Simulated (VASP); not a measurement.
# TiAl3 (I4/mmm) in VASP: settings compared

Aim: see how the results for TiAl3 move with the level of theory and the settings. Levels: LDA, PBE. Tasks: vibrations by perturbation theory.

All numbers are computed with VASP 6.6.1; they aren't measurements. Logs are shortened: lines on timing, memory, paths and dates and some standing lists are left out, and cuts for length are marked.

**1. The cell of the first run**

It takes space group I4/mmm (No. 139, tetragonal). The conventional cell has a = 3.822 Å, b = 3.822 Å, c = 8.561 Å, α = 90.00°, β = 90.00°, γ = 90.00°. Within 3.6 Å of Ti (site symmetry 4/mmm) lie 12 Al at 2.70 to 2.87 Å. Within 3.6 Å of Al (site symmetry -4m2) lie 8 Al at 2.70 to 2.87 Å and 4 Ti at 2.87 Å. Al (site symmetry 4/mmm) has 4 Ti at 2.70 Å and 8 Al at 2.87 Å within 3.6 Å.

**2. Vibrations by perturbation theory, LDA**

Contents of INCAR:

```
SYSTEM = TiAl3
  PREC = Accurate
  ENCUT = 520
  EDIFF = 1E-8
  ISMEAR = -1
  SIGMA = 0.05
  LREAL = .FALSE.
  LASPH = .TRUE.
  NELM = 100
  ALGO = Fast
  ISIF = 2
  LWAVE = .FALSE.
  LCHARG = .TRUE.
  NBANDS = 18
  IBRION = 8
  NSW = 1
```

Contents of KPOINTS:

```
Automatic mesh
0
G
  7 7 7
  0 0 0
```

Contents of POSCAR:

```
TiAl3
1.0
   -1.9111067713      1.9111067713      4.2806687947
    1.9111067713     -1.9111067713      4.2806687947
    1.9111067713      1.9111067713     -4.2806687947
Ti Al
1 3
Direct
    0.0000000000      0.0000000000      0.0000000000
    0.2500000000      0.7500000000      0.5000000000
    0.7500000000      0.2500000000      0.5000000000
    0.5000000000      0.5000000000      0.0000000000
```

Potentials or basis: VASP PAW LDA potentials, release 64 (Ti_sv, Al).

Launch:

```
$ cat potpaw_LDA.64/Ti_sv/POTCAR potpaw_LDA.64/Al/POTCAR > POTCAR
$ mpirun -np 1 vasp_std > vasp.out
```

OUTCAR:

```text
SYSTEM = TiAl3
   PREC = Accurate
   ENCUT = 520
   EDIFF = 1E-8
   ISMEAR = -1
   LREAL = .FALSE.
   LASPH = .TRUE.
   NELM = 100
   ISIF = 2
   IBRION = 8
   NSW = 1

 ion  position               nearest neighbor table
   1  0.000  0.000  0.000-   4 2.70   4 2.70   4 2.70   4 2.70   3 2.87   2 2.87   3 2.87   2 2.87
                             3 2.87   3 2.87   2 2.87   2 2.87
   2  0.250  0.750  0.500-   3 2.70   3 2.70   3 2.70   3 2.70   4 2.87   1 2.87   4 2.87   4 2.87
                             1 2.87   1 2.87   4 2.87   1 2.87
   3  0.750  0.250  0.500-   2 2.70   2 2.70   2 2.70   2 2.70   4 2.87   1 2.87   4 2.87   1 2.87
                             4 2.87   4 2.87   1 2.87   1 2.87
   4  0.500  0.500  0.000-   1 2.70   1 2.70   1 2.70   1 2.70   3 2.87   2 2.87   3 2.87   3 2.87
                             2 2.87   2 2.87   3 2.87   2 2.87

  LATTYP: Found a body centered tetragonal cell.
 ALAT       =     3.8222135426
 C/A-ratio  =     2.2398899208

  Lattice vectors:

 A1 = (  -1.9111067713,   1.9111067713,   4.2806687947)
 A2 = (   1.9111067713,  -1.9111067713,   4.2806687947)
 A3 = (   1.9111067713,   1.9111067713,  -4.2806687947)

Analysis of symmetry for initial positions (statically):
=====================================================================
 Subroutine PRICEL returns:
 Original cell was already a primitive cell.

 Routine SETGRP: Setting up the symmetry group for a
 body centered tetragonal supercell.

 Subroutine GETGRP returns: Found 16 space group operations
 (whereof 16 operations were pure point group operations)
 out of a pool of 16 trial point group operations.

The static configuration has the point symmetry D_4h.

Analysis of symmetry for dynamics (positions and initial velocities):
=====================================================================
 Subroutine PRICEL returns:
 Original cell was already a primitive cell.

 Routine SETGRP: Setting up the symmetry group for a
 body centered tetragonal supercell.

 Subroutine GETGRP returns: Found 16 space group operations
 (whereof 16 operations were pure point group operations)
 out of a pool of 16 trial point group operations.

The dynamic configuration has the point symmetry D_4h.

 Subroutine INISYM returns: Found 16 space group operations
 (whereof 16 operations are pure point group operations),
 and found     1 'primitive' translations

----------------------------------------------------------------------------------------

                                     Primitive cell

  volume of cell :      62.5376

  direct lattice vectors                    reciprocal lattice vectors
    -1.911106771  1.911106771  4.280668795     0.000000000  0.261628501  0.116804178
     1.911106771 -1.911106771  4.280668795     0.261628501  0.000000000  0.116804178
     1.911106771  1.911106771 -4.280668795     0.261628501  0.261628501  0.000000000

  length of vectors
     5.062487878  5.062487878  5.062487878     0.286518217  0.286518217  0.369998575

  position of ions in fractional coordinates (direct lattice)
     0.000000000  0.000000000  0.000000000
     0.250000000  0.750000000  0.500000000
     0.750000000  0.250000000  0.500000000
[... 127 lines left out ...]
  free energy    TOTEN  =       -22.78303061 eV

  energy without entropy =      -22.76911704  energy(sigma->0) =      -22.77607383

 E-fermi :   8.1284     XC(G=0): -10.9858

 val. band max:        8.1040803529   @ k =  -0.4286  -0.4286   0.1429
 cond. band min:       8.1332923898   @ k =  -0.1429   0.2857   0.1429
 fundamental gap:      0.0292120370
 Fermi energy:         8.1283887645

 k-point     1 :       0.0000    0.0000    0.0000
  band No.  band energies     occupation
      1     -47.6050      2.00000
      2     -24.3122      2.00000
      3     -24.3122      2.00000
      4     -24.2262      2.00000
      5      -1.9403      2.00000
      6       5.2661      2.00000
[... 481 lines left out ...]
      5       1.8284      2.00000
      6       2.0188      2.00000
[... 10 lines left out ...]
     17      12.3785      0.00000
     18      14.7721      0.00000

 [... further k-points ...]
[... 5 lines left out ...]
  --------------------------------------------------------------------------------------
  -------------------------------------------------------------------------------------
  Total       -1.4203684     -1.4203684     -1.0938829      0.0000000      0.0000000      0.0000000
  in kB      -36.3889946    -36.3889946    -28.0246307      0.0000000      0.0000000      0.0000000
  external PRESSURE =     -33.6008733 kB  Pullay stress =       0.0000000 kB

 VOLUME and BASIS-vectors are now :
 -----------------------------------------------------------------------------
  energy-cutoff  :      520.00
  volume of cell :       62.54
      direct lattice vectors                 reciprocal lattice vectors
    -1.911106771  1.911106771  4.280668795     0.000000000  0.261628501  0.116804178
     1.911106771 -1.911106771  4.280668795     0.261628501  0.000000000  0.116804178
     1.911106771  1.911106771 -4.280668795     0.261628501  0.261628501  0.000000000

 POSITION                                       TOTAL-FORCE (eV/Angst)
 -----------------------------------------------------------------------------------
      0.00000      0.00000      0.00000        -0.000000      0.000000      0.000000
      1.91111      0.00000      2.14033         0.000000     -0.000000     -0.000000
      0.00000      1.91111      2.14033        -0.000000     -0.000000     -0.000000
      0.00000      0.00000      4.28067        -0.000000      0.000000      0.000000
 -----------------------------------------------------------------------------------
    total drift:                               -0.000000     -0.000000      0.000000

  FREE ENERGIE OF THE ION-ELECTRON SYSTEM (eV)
  ---------------------------------------------------
  free  energy   TOTEN  =       -22.7830306086 eV

  energy  without entropy=      -22.7691170433  energy(sigma->0) =      -22.77607383

[... ionic steps 2 to 12 ...]

--------------------------------------- Ionic step       13  -------------------------------------------

------------------------ aborting loop because EDIFF is reached ----------------------------------------

[... ionic steps 14 to 14 ...]

--------------------------------------- Ionic step       15  -------------------------------------------

 Free energy of the ion-electron system (eV)
  ---------------------------------------------------
  ---------------------------------------------------
  free energy    TOTEN  =        -0.00818218 eV

  energy without entropy =       -0.00818218

------------------------ aborting loop because EDIFF is reached ----------------------------------------

 INTERNAL STRAIN TENSOR  FOR ION    4  DIRECTION 3   (eV/Angst):
 -----------------------------------------------------------------------------
    -0.00174  0.00000  0.00000
     0.00000 -0.00174 -0.00000
     0.00000  0.00000  0.00155

 INTERNAL STRAIN TENSOR FOR ION    4 for displacements in x,y,z  (eV/Angst):
          X           Y           Z          XY          YZ          ZX
  --------------------------------------------------------------------------------
  x     0.00000     0.00000     0.00000     0.00000     0.00000     0.00000
  y     0.00000     0.00000     0.00000     0.00000     0.00000     0.00000
  z     0.00000     0.00000     0.00000     0.00000     0.00000     0.00000

 SECOND DERIVATIVES (NOT SYMMETRIZED)
 ------------------------------------
               1X          1Y          1Z          2X          2Y          2Z          3X          3Y          3Z          4X          4Y          4Z
  1X    -9.522046    0.000000    0.000000    1.762294    0.000000    0.000000    1.762294    0.000000    0.000000    5.997459    0.000000    0.000000
  1Y     0.000000   -9.522046    0.000000    0.000000    1.762294    0.000000    0.000000    1.762294    0.000000    0.000000    5.997459    0.000000
  1Z     0.000000    0.000000   -7.229166    0.000000    0.000000    3.699729    0.000000    0.000000    3.699729    0.000000    0.000000   -0.170291
  2X     1.763990    0.000000    0.000000   -6.761516    0.000000    0.000000    3.999690    0.000000    0.000000    0.997836    0.000000    0.000000
  2Y     0.000000    1.763990    0.000000    0.000000   -6.761516    0.000000    0.000000    3.999690    0.000000    0.000000    0.997836    0.000000
  2Z     0.000000    0.000000    3.697063    0.000000    0.000000   -5.970467   -0.000000    0.000000    0.244171    0.000000    0.000000    2.029233
  3X     1.763990    0.000000    0.000000    3.999690    0.000000    0.000000   -6.761516    0.000000    0.000000    0.997836    0.000000    0.000000
  3Y     0.000000    1.763990    0.000000    0.000000    3.999690    0.000000    0.000000   -6.761516    0.000000    0.000000    0.997836    0.000000
  3Z     0.000000    0.000000    3.697063   -0.000000    0.000000    0.244171    0.000000    0.000000   -5.970467    0.000000    0.000000    2.029233
  4X     6.000019    0.000000    0.000000    0.995378    0.000000    0.000000    0.995378    0.000000    0.000000   -7.990776    0.000000    0.000000
  4Y     0.000000    6.000019    0.000000    0.000000    0.995378    0.000000    0.000000    0.995378    0.000000    0.000000   -7.990776    0.000000
  4Z     0.000000    0.000000   -0.184447    0.000000    0.000000    2.030342    0.000000    0.000000    2.030342    0.000000   -0.000000   -3.876237

 Eigenvectors and eigenvalues of the dynamical matrix
 ----------------------------------------------------

   1 f  =   10.147951 THz    63.761454 2PiTHz  338.499195 cm-1    41.968532 meV
             X         Y         Z           dx          dy          dz
      0.000000  0.000000  0.000000     0.010155    0.599883   -0.000000
      1.911107  0.000000  2.140334     0.000006    0.000374    0.000000
      0.000000  1.911107  2.140334     0.000006    0.000374    0.000000
      0.000000  0.000000  4.280669    -0.013541   -0.799908   -0.000000
[... 71 lines left out ...]
  12 f/i=    0.006619 THz     0.041589 2PiTHz    0.220791 cm-1     0.027375 meV
             X         Y         Z           dx          dy          dz
      0.000000  0.000000  0.000000     0.000000   -0.000000   -0.608913
      1.911107  0.000000  2.140334     0.000000   -0.000000   -0.457731
      0.000000  1.911107  2.140334     0.000000   -0.000000   -0.457731
      0.000000  0.000000  4.280669     0.000000   -0.000000   -0.458464

--------------------------------------------------------------------------------------------------------

 ELASTIC MODULI CONTR FROM IONIC RELAXATION (kBar)
 Direction    XX          YY          ZZ          XY          YZ          ZX
 --------------------------------------------------------------------------------
 XX          -2.2892      2.2892      0.0000      0.0000      0.0000     -0.0000
 YY           2.2892     -2.2892      0.0000      0.0000     -0.0000      0.0000
 ZZ           0.0000      0.0000      0.0000      0.0000      0.0000      0.0000
 XY           0.0000      0.0000      0.0000      0.0000      0.0000      0.0000
 YZ           0.0000     -0.0000      0.0000      0.0000    -16.7530     -0.0000
 ZX          -0.0000      0.0000      0.0000      0.0000     -0.0000    -20.0345
 --------------------------------------------------------------------------------
```

It took 28 min on 1 thread of Intel Xeon Platinum 8375C at 2.90GHz (Ice Lake), shared host; peak memory 0.5 GiB.

What came out:

```yaml
Highest_phonon_frequency_at_Γ: 338 cm⁻¹
```

Phonon frequencies in cm⁻¹ (negative: imaginary):
| q point | frequencies |
| --- | --- |
| (0.000, 0.000, 0.000) | 0 0 0 196 219 219 250 315 329 329 338 338 |

Caveat: the cell stands under pressure or tension, which shifts response properties.

(Continued in part 2 of 2.)
